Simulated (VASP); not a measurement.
Li2O, 3 atoms in the cell. It takes space group Fm-3m (No. 225, cubic). Conventional cell: a = 4.600 Å, b = 4.600 Å, c = 4.600 Å, α = 90.00°, β = 90.00°, γ = 90.00°. Within 2.6 Å of O (site symmetry m-3m) lie 8 Li at 1.99 Å. Li (site symmetry -43m) has 4 O at 1.99 Å and 6 Li at 2.30 Å within 2.6 Å. 

```yaml
Program: VASP 6.6.1
Task: relaxation of cell and atoms
Functional: LDA
Potentials_or_basis: VASP PAW LDA potentials, release 64 (O, Li_sv)
Cutoff: 750 eV
k_mesh: 8 × 8 × 8
Occupations: gaussian, width 0.02 eV
Spin: no spin polarisation
Dipole_correction: no
Further_INCAR_settings: ALGO = Normal; EDIFF = 1e-07; IBRION = 2; EDIFFG = -0.002; NSW = 100; ISIF = 3
```

Potentials or basis: VASP PAW LDA potentials, release 64 (O, Li_sv).

The run is started by

```console
$ cat potpaw_LDA.64/O/POTCAR potpaw_LDA.64/Li_sv/POTCAR > POTCAR
$ mpirun -np 1 vasp_std > vasp.out
```

Hardware: 1 thread of AMD EPYC 9R45 (Zen 5), with other jobs on the host.

How long does it take, and how much memory?

It took 19 s on 1 thread of AMD EPYC 9R45 (Zen 5), on a shared host, peak memory 0.11 GiB. Counts: scf iterations 35, k points 29, ion steps 4.
